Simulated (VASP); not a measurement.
# TiSi2 (C2/c) in VASP: single point with PBEsol

Aim: the single point of TiSi2 with PBEsol.

Everything below comes from runs of VASP 6.6.1. Logs are shortened: lines on timing, memory, paths and dates and some standing lists are left out, and cuts for length are marked.

## (1) The cell of the first run

Symmetry: C2/c, No. 15, monoclinic system. Conventional cell: a = 3.520 Å, b = 13.348 Å, c = 3.558 Å, α = 90.00°, β = 94.30°, γ = 90.00°. Ti (site symmetry 2) has 10 Si at 2.47 to 2.79 Å and 2 Ti at 3.26 Å within 3.3 Å. Within 3.2 Å of Si (site symmetry 2) lie 6 Si at 2.39 to 3.10 Å and 6 Ti at 2.47 to 2.79 Å. Si (site symmetry 2) has 8 Si at 2.41 to 3.10 Å and 4 Ti at 2.64 to 2.65 Å within 3.2 Å.

## (2) Single point, PBEsol (strain -0.0750 x Voigt [0, 0, 0, 0, 1, 0])

File INCAR:

```
SYSTEM = TiSi2
  PREC = Accurate
  ENCUT = 520
  EDIFF = 1E-6
  ISMEAR = 0
  SIGMA = 0.15
  LREAL = .False.
  LASPH = .True.
  NELM = 100
  ALGO = Normal
  ISIF = 2
  LWAVE = .False.
  LCHARG = .True.
  GGA = PS
  LELF = .True.
  LVHAR = .True.
  NBANDS = 29
```

File KPOINTS:

```
regular mesh
0
Gamma
  14 14 14
  0 0 0
```

File POSCAR:

```
TiSi2
1.0
    1.7585248000     -6.6741239435     -0.0659446800
    1.7585248000      6.6741239435     -0.0659446800
   -0.1333355693      0.0000000000      3.5556151813
Ti Si
2 4
Direct
    0.8975172580      0.1024827420      0.7500000000
    0.1024827420      0.8975172580      0.2500000000
    0.5599863193      0.4400136807      0.7500000000
    0.4400136807      0.5599863193      0.2500000000
    0.2497198030      0.7502801970      0.7500000000
    0.7502801970      0.2497198030      0.2500000000
```

Potentials or basis: VASP PAW PBE potentials, release 64 (Ti_sv, Si).

Run with:

```sh
$ cat potpaw_PBE.64/Ti_sv/POTCAR potpaw_PBE.64/Si/POTCAR > POTCAR
$ mpirun -np 1 vasp_std > vasp.out
```

OUTCAR:

```text
SYSTEM = TiSi2
   PREC = Accurate
   ENCUT = 520
   EDIFF = 1E-6
   ISMEAR = 0
   LREAL = .False.
   LASPH = .True.
   NELM = 100
   ISIF = 2
   GGA = PS

 ion  position               nearest neighbor table
   1  0.898  0.102  0.750-   4 2.47   4 2.47   5 2.64   5 2.64   6 2.65   6 2.65   4 2.66   4 2.66
                             3 2.79   3 2.79
   2  0.102  0.898  0.250-   3 2.47   3 2.47   6 2.64   6 2.64   5 2.65   5 2.65   3 2.66   3 2.66
                             4 2.79   4 2.79
   3  0.560  0.440  0.750-   4 2.39   4 2.39   2 2.47   2 2.47   2 2.66   2 2.66   1 2.79   1 2.79
                             5 3.08   5 3.08   6 3.10   6 3.10
   4  0.440  0.560  0.250-   3 2.39   3 2.39   1 2.47   1 2.47   1 2.66   1 2.66   2 2.79   2 2.79
                             6 3.08   6 3.08   5 3.10   5 3.10
   5  0.250  0.750  0.750-   6 2.41   6 2.41   6 2.59   6 2.59   1 2.64   1 2.64   2 2.65   2 2.65
                             3 3.08   3 3.08   4 3.10   4 3.10
   6  0.750  0.250  0.250-   5 2.41   5 2.41   5 2.59   5 2.59   2 2.64   2 2.64   1 2.65   1 2.65
                             4 3.08   4 3.08   3 3.10   3 3.10

  LATTYP: Found a base centered monoclinic cell.
 ALAT       =     3.5195216567
 B/A-ratio  =     3.7926312689
 C/A-ratio  =     1.0109653220
 COS(beta)  =    -0.0748946794

  Lattice vectors:

 A1 = (   1.7585248000,  -6.6741239435,  -0.0659446800)
 A2 = (   1.7585248000,   6.6741239435,  -0.0659446800)
 A3 = (  -0.1333355693,   0.0000000000,   3.5556151813)

Analysis of symmetry for initial positions (statically):
=====================================================================
 Subroutine PRICEL returns:
 Original cell was already a primitive cell.

 Routine SETGRP: Setting up the symmetry group for a
 base centered monoclinic supercell.

 Subroutine GETGRP returns: Found  4 space group operations
 (whereof  2 operations were pure point group operations)
 out of a pool of  4 trial point group operations.

The static configuration has the point symmetry S_2 .
 The point group associated with its full space group is C_2h.

Analysis of symmetry for dynamics (positions and initial velocities):
=====================================================================
 Subroutine PRICEL returns:
 Original cell was already a primitive cell.

 Routine SETGRP: Setting up the symmetry group for a
 base centered monoclinic supercell.

 Subroutine GETGRP returns: Found  4 space group operations
 (whereof  2 operations were pure point group operations)
 out of a pool of  4 trial point group operations.

The dynamic configuration has the point symmetry S_2 .
 The point group associated with its full space group is C_2h.

 Subroutine INISYM returns: Found  4 space group operations
 (whereof  2 operations are pure point group operations),
 and found     1 'primitive' translations

----------------------------------------------------------------------------------------

                                     Primitive cell

  volume of cell :      83.3444

  direct lattice vectors                    reciprocal lattice vectors
     1.758524800 -6.674123943 -0.065944680     0.284729630 -0.074916199  0.010677361
     1.758524800  6.674123943 -0.065944680     0.284729630  0.074916199  0.010677361
    -0.133335569  0.000000000  3.555615181     0.010561550  0.000000000  0.281641342

  length of vectors
     6.902223452  6.902223452  3.558114345     0.294613993  0.294613993  0.281839301

  position of ions in fractional coordinates (direct lattice)
     0.897517258  0.102482742  0.750000000
     0.102482742  0.897517258  0.250000000
     0.559986319  0.440013681  0.750000000
     0.440013681  0.559986319  0.250000000
     0.249719803  0.750280197  0.750000000
     0.750280197  0.249719803  0.250000000

  ion indices of the primitive-cell ions
   primitive index   ion index
                 1           1
                 2           2
                 3           3
                 4           4
                 5           5
                 6           6

----------------------------------------------------------------------------------------

 KPOINTS: regular mesh

Automatic generation of k-mesh.
 Grid dimensions read from file:
 generate k-points for:   14   14   14

 Generating k-lattice:

  Cartesian coordinates                     Fractional coordinates (reciprocal lattice)
     0.020337831 -0.005351157  0.000762669     0.071428571  0.000000000 -0.000000000
     0.020337831  0.005351157  0.000762669     0.000000000  0.071428571 -0.000000000
     0.000754396  0.000000000  0.020117239     0.000000000  0.000000000  0.071428571

  Length of vectors
     0.021043857  0.021043857  0.020131379

  Shift w.r.t. Gamma in fractional coordinates (k-lattice)
     0.000000000  0.000000000  0.000000000

 Subroutine IBZKPT returns following result:
 ===========================================

 Found    744 irreducible k-points:

 Following reciprocal coordinates:
            Coordinates               Weight
  0.000000  0.000000  0.000000      1.000000
  0.071429 -0.000000  0.000000      4.000000
  0.142857 -0.000000  0.000000      4.000000
  0.214286  0.000000  0.000000      4.000000
  0.285714  0.000000  0.000000      4.000000
  0.357143 -0.000000 -0.000000      4.000000
[... 16 lines left out ...]
  0.214286  0.142857  0.000000      4.000000
  0.285714  0.142857  0.000000      4.000000
 [... further k-points ...]
   k-points           NKPTS =    744   k-points in BZ     NKDIM =    744   number of bands    NBANDS=     29
   number of dos      NEDOS =    301   number of ions     NIONS =      6
   total plane-waves  NPLWV =  81648
   dimension x,y,z NGX =    54 NGY =   54 NGZ =   28
   dimension x,y,z NGXF=   108 NGYF=  108 NGZF=   56
   ions per type =               2   4
   NGX,Y,Z   is equivalent  to a cutoff of  13.01, 13.01, 13.08 a.u.
   NGXF,Y,Z  is equivalent  to a cutoff of  26.01, 26.01, 26.16 a.u.
 SYSTEM =  TiSi2
   PREC   = accura    normal or accurate (medium, high low for compatibility)
   ISTART =      0    job   : 0-new  1-cont  2-samecut
   ICHARG =      2    charge: 1-file 2-atom 10-const
   ISPIN  =      1    spin polarized calculation?
   LNONCOLLINEAR =      F non collinear calculations
   LSORBIT =      F    spin-orbit coupling
   LASPH  =      T    aspherical Exc in radial PAW
   ENCUT  =  520.0 eV  38.22 Ry    6.18 a.u.  12.83 12.83  6.62*2*pi/ulx,y,z
   NELM   =    100;   NELMIN=  2; NELMDL= -5     # of ELM steps
   EDIFF  = 0.1E-05   stopping-criterion for ELM
   LREAL  =      F    real-space projection
   EDIFFG = 0.1E-04   stopping-criterion for IOM
   NSW    =      0    number of steps for IOM
   IBRION =     -1    ionic relax: 0-MD 1-quasi-New 2-CG
   NFREE  =      0    steps in history (QN), initial steepest desc. (CG)
   ISIF   =      2    stress and relaxation
   ISYM   =      2    0-nonsym 1-usesym 2-fastsym
   POTIM  = 0.5000    time-step for ionic-motion
   TEBEG  =    0.0;   TEEND  =   0.0 temperature during run
   PSTRESS=    0.0 pullay stress
   NELECT =      40.0000    total number of electrons
   NUPDOWN=      -1.0000    fix difference up-down
   EMIN   =  10.00;   EMAX   =-10.00  energy-range for DOS
   EFERMI =   0.00;   METHOD = LEGACY
   ISMEAR =     0;   SIGMA  =   0.15  broadening in eV -4-tet -1-fermi 0-gaus
   EFERMI_NEDOS =   21; number of points for ismear=-14 and -15
   IALGO  =     38    algorithm
   IMIX   =      4    mixing-type and parameters
     AMIX     =   0.40;   BMIX     =  1.00
     AMIX_MAG =   1.60;   BMIX_MAG =  1.00
  volume/ion in A,a.u.               =      13.89        93.74
  Fermi-wavevector in a.u.,A,eV,Ry     =   1.281748  2.422153 22.352718  1.642878
  Thomas-Fermi vector in A             =   2.414100
   LORBIT       =      0    0 simple, 1 ext, 2 COOP (PROOUT), +10 PAW based schemes
   GGA     = PS    functional components
   LHFCALC =     F    Hartree Fock is set to
   AEXX    =    0.0000 exact exchange contribution
   IVDW    =     0    specifies the selected vdW correction
   LEPSILON=     F    determine dielectric tensor
   LRPA    =     F    only Hartree local field effects (RPA)
 non-spin polarized calculation
 Gauss-broadening in eV      SIGMA  =   0.15
  energy-cutoff  :      520.00
  volume of cell :       83.34
 maximum number of plane-waves:      2264
 NGX is ok and might be reduce to    54
   NGX = 25   NGY = 25   NGZ = 13

 number of electron      40.0000000 magnetization

 Free energy of the ion-electron system (eV)
  ---------------------------------------------------
  ext. energy  EPLUGINS =         0.00000000
  ---------------------------------------------------
  free energy    TOTEN  =       -43.47904659 eV

  energy without entropy =      -43.46047944  energy(sigma->0) =      -43.46976302

 E-fermi :  10.6906     XC(G=0): -11.8218

 val. band max:       10.6906134089   @ k =  -0.4286   0.5000   0.3571
 cond. band min:      10.6917137850   @ k =  -0.0714   0.5000   0.0714
 fundamental gap:      0.0011003761
 Fermi energy:        10.6906224258

 k-point     1 :       0.0000    0.0000    0.0000
  band No.  band energies     occupation
      1     -45.7803      2.00000
      2     -45.7688      2.00000
      3     -22.2467      2.00000
      4     -22.2416      2.00000
      5     -22.2350      2.00000
      6     -22.1597      2.00000
[... 21 lines left out ...]
     28      13.7626      0.00000
     29      13.8042      0.00000

 k-point     2 :       0.0714   -0.0000    0.0000
  band No.  band energies     occupation
      1     -45.7801      2.00000
      2     -45.7686      2.00000
      3     -22.2460      2.00000
      4     -22.2431      2.00000
      5     -22.2379      2.00000
      6     -22.1615      2.00000
[... 21 lines left out ...]
     28      13.7365      0.00000
     29      13.8510      0.00000

 k-point     3 :       0.1429   -0.0000    0.0000
  band No.  band energies     occupation
      1     -45.7794      2.00000
      2     -45.7680      2.00000
      3     -22.2479      2.00000
      4     -22.2469      2.00000
      5     -22.2435      2.00000
      6     -22.1662      2.00000
[... 21 lines left out ...]
     28      13.9419      0.00000
     29      14.1128      0.00000

 k-point     4 :       0.2143    0.0000    0.0000
  band No.  band energies     occupation
      1     -45.7784      2.00000
      2     -45.7671      2.00000
      3     -22.2599      2.00000
      4     -22.2560      2.00000
      5     -22.2407      2.00000
      6     -22.1714      2.00000
[... 21 lines left out ...]
     28      14.0003      0.00000
     29      14.6295      0.00000

 k-point     5 :       0.2857    0.0000    0.0000
  band No.  band energies     occupation
      1     -45.7773      2.00000
      2     -45.7661      2.00000
      3     -22.2755      2.00000
      4     -22.2668      2.00000
      5     -22.2373      2.00000
      6     -22.1756      2.00000
[... 21 lines left out ...]
     28      13.8817      0.00000
     29      14.9249      0.00000
[... 510 lines left out ...]
     28      13.8617      0.00000
     29      13.8766      0.00000

 k-point    22 :       0.1429    0.1429    0.0000
  band No.  band energies     occupation
      1     -45.7773      2.00000
      2     -45.7660      2.00000
      3     -22.2754      2.00000
      4     -22.2668      2.00000
      5     -22.2381      2.00000
      6     -22.1756      2.00000
[... 21 lines left out ...]
     28      14.0122      0.00000
     29      14.9224      0.00000

 k-point    23 :       0.2143    0.1429    0.0000
  band No.  band energies     occupation
      1     -45.7764      2.00000
      2     -45.7651      2.00000
      3     -22.2901      2.00000
      4     -22.2777      2.00000
      5     -22.2350      2.00000
      6     -22.1781      2.00000
[... 21 lines left out ...]
     28      13.9694      0.00000
     29      14.4116      0.00000

 k-point    24 :       0.2857    0.1429    0.0000
  band No.  band energies     occupation
      1     -45.7757      2.00000
      2     -45.7645      2.00000
      3     -22.3005      2.00000
      4     -22.2858      2.00000
      5     -22.2326      2.00000
      6     -22.1792      2.00000
[... 21 lines left out ...]
     28      13.8144      0.00000
     29      14.3175      0.00000

 [... further k-points ...]

------------------------ aborting loop because EDIFF is reached ----------------------------------------

  FORCE on cell =-STRESS in cart. coord.  units (eV):
  Direction    XX          YY          ZZ          XY          YZ          ZX
  --------------------------------------------------------------------------------------
  -------------------------------------------------------------------------------------
  Total        1.0647287      0.0961047      1.2784779      0.0000000      0.0000000      5.9068665
  in kB       20.4678956      1.8474761     24.5769197      0.0000000      0.0000000    113.5511102
  external PRESSURE =      15.6307638 kB  Pullay stress =       0.0000000 kB

 VOLUME and BASIS-vectors are now :
 -----------------------------------------------------------------------------
  energy-cutoff  :      520.00
  volume of cell :       83.34
      direct lattice vectors                 reciprocal lattice vectors
     1.758524800 -6.674123943 -0.065944680     0.284729630 -0.074916199  0.010677361
     1.758524800  6.674123943 -0.065944680     0.284729630  0.074916199  0.010677361
    -0.133335569  0.000000000  3.555615181     0.010561550  0.000000000  0.281641342

 POSITION                                       TOTAL-FORCE (eV/Angst)
 -----------------------------------------------------------------------------------
      1.65852     -5.30616      2.60077         0.000000      0.053749      0.000000
      1.72519      5.30616      0.82296        -0.000000     -0.053749      0.000000
      1.65852     -0.80071      2.60077         0.000000      0.036548      0.000000
      1.72519      0.80071      0.82296         0.000000     -0.036548      0.000000
      1.65852      3.34080      2.60077        -0.000000      0.020224     -0.000000
      1.72519     -3.34080      0.82296        -0.000000     -0.020224     -0.000000
 -----------------------------------------------------------------------------------
    total drift:                               -0.000000     -0.000000      0.000000

  FREE ENERGIE OF THE ION-ELECTRON SYSTEM (eV)
  ---------------------------------------------------
  free  energy   TOTEN  =       -43.4790465949 eV

  energy  without entropy=      -43.4604794359  energy(sigma->0) =      -43.46976302
```

It took 51 min on 1 thread of Intel Xeon Platinum 8259CL at 2.50GHz (Skylake/Cascade Lake), shared host; peak memory 1.4 GiB.

Results:

| Quantity | Value |
| --- | --- |
| Free energy | -43.4790 eV |
| Pressure | 1.6 GPa |
| Largest force | 0.054 eV/Å |
| Band gap on the k mesh | zero (bands 20 and 21 overlap by 0.91 eV) |

Forces in eV/Å, atoms in the order of the input:
```
Ti   0.000  0.054  0.000
Ti   0.000 -0.054  0.000
Si   0.000  0.037  0.000
Si   0.000 -0.037  0.000
Si   0.000  0.020  0.000
Si   0.000 -0.020  0.000
```

Stress tensor (GPa, compression positive):
```
 2.05  0.00 11.36
 0.00  0.18  0.00
11.36  0.00  2.46
```

Caveat: the cell differs from its parent crystal (strain -0.0750 x Voigt [0, 0, 0, 0, 1, 0]); the PAW data sets were made with another functional, which shifts forces and pressure a little.
